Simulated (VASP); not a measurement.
# SiAu3 (Fm-3m) in VASP: further runs, part 2 of 2

VASP 6.6.1.

### 4 Single point, r2SCAN

This run uses another cell than the first one, of 18.45 Å³/atom.

The input, POSCAR:

```
SiAu3
1.0
    0.0000000000      3.3289723006      3.3289723006
    3.3289723006      0.0000000000      3.3289723006
    3.3289723006      3.3289723006      0.0000000000
Si Au
1 3
Direct
    0.0000000000      0.0000000000      0.0000000000
    0.2500000000      0.2500000000      0.2500000000
    0.7500000000      0.7500000000      0.7500000000
    0.5000000000      0.5000000000      0.5000000000
```

The input, INCAR.step1:

```
PREC = Accurate
ENCUT = 520
ISMEAR = 1
SIGMA = 0.2
LREAL = F
LASPH = T
NELM = 60
NBANDS = 26
GGA = PE
ALGO = Normal
EDIFF = 1E-4
LWAVE = T
LCHARG = F
```

The input, INCAR.step2:

```
PREC = Accurate
ENCUT = 520
EDIFF = 1E-6
ISMEAR = 1
SIGMA = 0.2
LREAL = F
LASPH = T
NELM = 60
ALGO = Normal
ISIF = 2
LWAVE = F
LCHARG = T
METAGGA = R2SCAN
LMIXTAU = T
LELF = T
LVHAR = T
NBANDS = 26
ISTART = 1
```

The input, KPOINTS:

```
regular mesh
0
Gamma
  6 6 6
```

Potentials or basis: VASP PAW PBE potentials, release 64 (Si, Au).

Command:

```
cat potpaw_PBE.64/Si/POTCAR potpaw_PBE.64/Au/POTCAR > POTCAR
cp INCAR.step1 INCAR
mpirun -np 1 vasp_std > vasp.out
cp INCAR.step2 INCAR
mpirun -np 1 vasp_std > vasp.out
```

OUTCAR:

```text
PREC = Accurate
   ENCUT = 520
   EDIFF = 1E-6
   ISMEAR = 1
   LREAL = F
   LASPH = T
   NELM = 60
   ISIF = 2
   METAGGA = R2SCAN
   ISTART = 1

 ion  position               nearest neighbor table
   1  0.000  0.000  0.000-   3 2.88   3 2.88   3 2.88   2 2.88   3 2.88   2 2.88   2 2.88   2 2.88
                             4 3.33   4 3.33   4 3.33   4 3.33   4 3.33   4 3.33
   2  0.250  0.250  0.250-   1 2.88   1 2.88   1 2.88   1 2.88   4 2.88   4 2.88   4 2.88   4 2.88
                             3 3.33   3 3.33   3 3.33   3 3.33   3 3.33   3 3.33
   3  0.750  0.750  0.750-   4 2.88   4 2.88   4 2.88   1 2.88   4 2.88   1 2.88   1 2.88   1 2.88
                             2 3.33   2 3.33   2 3.33   2 3.33   2 3.33   2 3.33
   4  0.500  0.500  0.500-   2 2.88   2 2.88   2 2.88   2 2.88   3 2.88   3 2.88   3 2.88   3 2.88
                             1 3.33   1 3.33   1 3.33   1 3.33   1 3.33   1 3.33

  LATTYP: Found a face centered cubic cell.
 ALAT       =     6.6579446012

  Lattice vectors:

 A1 = (   0.0000000000,   3.3289723006,   3.3289723006)
 A2 = (   3.3289723006,   0.0000000000,   3.3289723006)
 A3 = (   3.3289723006,   3.3289723006,   0.0000000000)

Analysis of symmetry for initial positions (statically):
=====================================================================
 Subroutine PRICEL returns:
 Original cell was already a primitive cell.

 Routine SETGRP: Setting up the symmetry group for a
 face centered cubic supercell.

 Subroutine GETGRP returns: Found 48 space group operations
 (whereof 48 operations were pure point group operations)
 out of a pool of 48 trial point group operations.

The static configuration has the point symmetry O_h .

Analysis of symmetry for dynamics (positions and initial velocities):
=====================================================================
 Subroutine PRICEL returns:
 Original cell was already a primitive cell.

 Routine SETGRP: Setting up the symmetry group for a
 face centered cubic supercell.

 Subroutine GETGRP returns: Found 48 space group operations
 (whereof 48 operations were pure point group operations)
 out of a pool of 48 trial point group operations.

The dynamic configuration has the point symmetry O_h .

 Subroutine INISYM returns: Found 48 space group operations
 (whereof 48 operations are pure point group operations),
 and found     1 'primitive' translations

----------------------------------------------------------------------------------------

                                     Primitive cell

  volume of cell :      73.7837

  direct lattice vectors                    reciprocal lattice vectors
     0.000000000  3.328972301  3.328972301    -0.150196504  0.150196504  0.150196504
     3.328972301  0.000000000  3.328972301     0.150196504 -0.150196504  0.150196504
     3.328972301  3.328972301  0.000000000     0.150196504  0.150196504 -0.150196504

  length of vectors
     4.707877776  4.707877776  4.707877776     0.260147975  0.260147975  0.260147975

  position of ions in fractional coordinates (direct lattice)
     0.000000000  0.000000000  0.000000000
[... 30 lines left out ...]
     0.000000000  0.000000000  0.000000000

 Subroutine IBZKPT returns following result:
 ===========================================

 Found     16 irreducible k-points:

 Following reciprocal coordinates:
            Coordinates               Weight
  0.000000  0.000000  0.000000      1.000000
  0.166667  0.000000  0.000000      8.000000
  0.333333  0.000000  0.000000      8.000000
  0.500000  0.000000  0.000000      4.000000
  0.166667  0.166667  0.000000      6.000000
  0.333333  0.166667  0.000000     24.000000
[... 8 lines left out ...]
 -0.333333  0.333333  0.166667     24.000000
 -0.333333  0.500000  0.166667     12.000000
   k-points           NKPTS =     16   k-points in BZ     NKDIM =     16   number of bands    NBANDS=     26
   number of dos      NEDOS =    301   number of ions     NIONS =      4
   total plane-waves  NPLWV =  46656
   dimension x,y,z NGX =    36 NGY =   36 NGZ =   36
   dimension x,y,z NGXF=    72 NGYF=   72 NGZF=   72
   ions per type =               1   3
   NGX,Y,Z   is equivalent  to a cutoff of  12.71, 12.71, 12.71 a.u.
   NGXF,Y,Z  is equivalent  to a cutoff of  25.42, 25.42, 25.42 a.u.
 SYSTEM =  unknown system
   PREC   = accura    normal or accurate (medium, high low for compatibility)
   ISTART =      1    job   : 0-new  1-cont  2-samecut
   ICHARG =      0    charge: 1-file 2-atom 10-const
   ISPIN  =      1    spin polarized calculation?
   LNONCOLLINEAR =      F non collinear calculations
   LSORBIT =      F    spin-orbit coupling
   LASPH  =      T    aspherical Exc in radial PAW
   ENCUT  =  520.0 eV  38.22 Ry    6.18 a.u.   8.75  8.75  8.75*2*pi/ulx,y,z
   NELM   =     60;   NELMIN=  2; NELMDL=  0     # of ELM steps
   EDIFF  = 0.1E-05   stopping-criterion for ELM
   LREAL  =      F    real-space projection
   EDIFFG = 0.1E-04   stopping-criterion for IOM
   NSW    =      0    number of steps for IOM
   IBRION =     -1    ionic relax: 0-MD 1-quasi-New 2-CG
   NFREE  =      0    steps in history (QN), initial steepest desc. (CG)
   ISIF   =      2    stress and relaxation
   ISYM   =      2    0-nonsym 1-usesym 2-fastsym
   POTIM  = 0.5000    time-step for ionic-motion
   TEBEG  =    0.0;   TEEND  =   0.0 temperature during run
   PSTRESS=    0.0 pullay stress
   NELECT =      37.0000    total number of electrons
   NUPDOWN=      -1.0000    fix difference up-down
   EMIN   =  10.00;   EMAX   =-10.00  energy-range for DOS
   EFERMI =   0.00;   METHOD = LEGACY
   ISMEAR =     1;   SIGMA  =   0.20  broadening in eV -4-tet -1-fermi 0-gaus
   EFERMI_NEDOS =   21; number of points for ismear=-14 and -15
   IALGO  =     38    algorithm
   IMIX   =      4    mixing-type and parameters
     AMIX     =   0.40;   BMIX     =  1.00
     AMIX_MAG =   1.60;   BMIX_MAG =  1.00
  volume/ion in A,a.u.               =      18.45       124.48
  Fermi-wavevector in a.u.,A,eV,Ry     =   1.300634  2.457843 23.016292  1.691650
  Thomas-Fermi vector in A             =   2.431820
   LORBIT       =      0    0 simple, 1 ext, 2 COOP (PROOUT), +10 PAW based schemes
   METAGGA = R2SCAN    functional components
   LHFCALC =     F    Hartree Fock is set to
   AEXX    =    0.0000 exact exchange contribution
   IVDW    =     0    specifies the selected vdW correction
   LEPSILON=     F    determine dielectric tensor
   LRPA    =     F    only Hartree local field effects (RPA)
 non-spin polarized calculation
 Methfessel and Paxton  Order N= 1 SIGMA  =   0.20
  energy-cutoff  :      520.00
  volume of cell :       73.78
 maximum number of plane-waves:      2012
   NGX = 17   NGY = 17   NGZ = 17

 number of electron      36.9999998 magnetization

 Free energy of the ion-electron system (eV)
  ---------------------------------------------------
  ext. energy  EPLUGINS =         0.00000000
  ---------------------------------------------------
  free energy    TOTEN  =      -159.44839204 eV

  energy without entropy =     -159.44935875  energy(sigma->0) =     -159.44871428

 E-fermi :   8.5509     XC(G=0): -12.5529

 val. band max:        8.5356900632   @ k =   0.5000   0.1667   0.0000
 cond. band min:       8.7120760061   @ k =   0.3333   0.1667   0.0000
 fundamental gap:      0.1763859430
 Fermi energy:         8.5509177159

 k-point     1 :       0.0000    0.0000    0.0000
  band No.  band energies     occupation
      1      -2.8057      2.00000
      2       1.9498      2.00000
      3       1.9498      2.00000
      4       2.1178      2.00000
      5       2.1178      2.00000
      6       2.1178      2.00000
[... 453 lines left out ...]
     25      16.7587      0.00000
     26      17.4665      0.00000

------------------------ aborting loop because EDIFF is reached ----------------------------------------

  FORCE on cell =-STRESS in cart. coord.  units (eV):
  Direction    XX          YY          ZZ          XY          YZ          ZX
  --------------------------------------------------------------------------------------
  -------------------------------------------------------------------------------------
  Total       -3.3716511     -3.3716511     -3.3716511      0.0000000      0.0000000     -0.0000000
  in kB      -73.2137540    -73.2137540    -73.2137540      0.0000000      0.0000000     -0.0000000
  external PRESSURE =     -73.2137540 kB  Pullay stress =       0.0000000 kB

 VOLUME and BASIS-vectors are now :
 -----------------------------------------------------------------------------
  energy-cutoff  :      520.00
  volume of cell :       73.78
      direct lattice vectors                 reciprocal lattice vectors
     0.000000000  3.328972301  3.328972301    -0.150196504  0.150196504  0.150196504
     3.328972301  0.000000000  3.328972301     0.150196504 -0.150196504  0.150196504
     3.328972301  3.328972301  0.000000000     0.150196504  0.150196504 -0.150196504

 POSITION                                       TOTAL-FORCE (eV/Angst)
 -----------------------------------------------------------------------------------
      0.00000      0.00000      0.00000         0.000000     -0.000000     -0.000000
      1.66449      1.66449      1.66449         0.000000      0.000000      0.000000
      4.99346      4.99346      4.99346        -0.000000     -0.000000     -0.000000
      3.32897      3.32897      3.32897         0.000000     -0.000000      0.000000
 -----------------------------------------------------------------------------------
    total drift:                                0.000000      0.000000      0.000000

  FREE ENERGIE OF THE ION-ELECTRON SYSTEM (eV)
  ---------------------------------------------------
  free  energy   TOTEN  =      -159.4483920373 eV

  energy  without entropy=     -159.4493587550  energy(sigma->0) =     -159.44871428
```

It took 2.1 min on 1 thread of Intel Xeon Platinum 8259CL at 2.50GHz (Skylake/Cascade Lake), shared host; peak memory 0.22 GiB.

What came out:

| Quantity | Value |
| --- | --- |
| Free energy | -159.4484 eV |
| Pressure | -7.3 GPa |
| Band gap on the k mesh | zero (an odd number of electrons rules out a gap without spin polarisation) |

Caveat: the cell stands under tension; the PAW data sets were made with another functional, which shifts forces and pressure a little; spin-orbit coupling is left out, which moves the levels of the heavy elements.

### 5 Single point, r2SCAN

This run uses another cell than the first one, of 18.80 Å³/atom.

The input, POSCAR:

```
SiAu3
1.0
    0.0000000000      3.3501765175      3.3501765175
    3.3501765175      0.0000000000      3.3501765175
    3.3501765175      3.3501765175      0.0000000000
Si Au
1 3
Direct
    0.0000000000      0.0000000000      0.0000000000
    0.2500000000      0.2500000000      0.2500000000
    0.7500000000      0.7500000000      0.7500000000
    0.5000000000      0.5000000000      0.5000000000
```

The input, INCAR.step1:

```
PREC = Accurate
ENCUT = 520
ISMEAR = 1
SIGMA = 0.2
LREAL = False
LASPH = True
NELM = 60
NBANDS = 26
GGA = PE
ALGO = Normal
EDIFF = 1E-4
LWAVE = True
LCHARG = False
```

The input, INCAR.step2:

```
PREC = Accurate
ENCUT = 520
EDIFF = 1E-7
ISMEAR = 1
SIGMA = 0.2
LREAL = False
LASPH = True
NELM = 60
ALGO = Normal
ISIF = 2
LWAVE = False
LCHARG = False
METAGGA = R2SCAN
LMIXTAU = True
NBANDS = 26
ISTART = 1
```

KPOINTS is that of step 4.

Command:

```
cat potpaw_PBE.64/Si/POTCAR potpaw_PBE.64/Au/POTCAR > POTCAR
cp INCAR.step1 INCAR
mpirun -np 1 vasp_std > vasp.out
cp INCAR.step2 INCAR
mpirun -np 1 vasp_std > vasp.out
```

It took 2.6 min on 1 thread of Intel Xeon Platinum 8259CL at 2.50GHz (Skylake/Cascade Lake), shared host; peak memory 0.22 GiB.

It converged, with:

- Free energy: -159.3771 eV
- Pressure: -8.9 GPa
- Band gap on the k mesh: zero (an odd number of electrons rules out a gap without spin polarisation)

Levels at points of the mesh, in eV from the Fermi level:
```tsv
k point	band 16	band 17	band 18	band 19	band 20	band 21
(0.00, 0.00, 0.00)	-3.57	-2.35	1.40	1.40	1.40	1.99
(0.50, 0.00, 0.00)	-3.48	-3.05	-0.95	1.23	1.23	2.38
(0.50, 0.50, 0.00)	-3.21	-3.08	-2.66	-2.66	-0.10	0.63
```

Caveat: the cell stands under tension; the PAW data sets were made with another functional, which shifts forces and pressure a little; spin-orbit coupling is left out, which moves the levels of the heavy elements.

### 6 Overview

```csv
cell,gap on the mesh (eV),pressure (GPa)
"a = 4.647 Å, angles 60.0°, 4 atoms",none,-3.5
"a = 4.678 Å, angles 60.0°, 4 atoms",none,-5.6
"a = 4.708 Å, angles 60.0°, 4 atoms",none,-7.3
"a = 4.738 Å, angles 60.0°, 4 atoms",none,-8.9
```

Alike in all rows: task single point; level r2SCAN; potentials or basis VASP PAW PBE potentials, release 64 (Si, Au); no spin polarisation; k mesh 6 × 6 × 6; cutoff (eV) 520; smearing methfessel-paxton 0.2 eV.

Caveats: the cell stands under tension; the PAW data sets were made with another functional, which shifts forces and pressure a little; spin-orbit coupling is left out, which moves the levels of the heavy elements.

Total energies depend on the potentials used, so only differences within one code and one set of settings carry meaning.
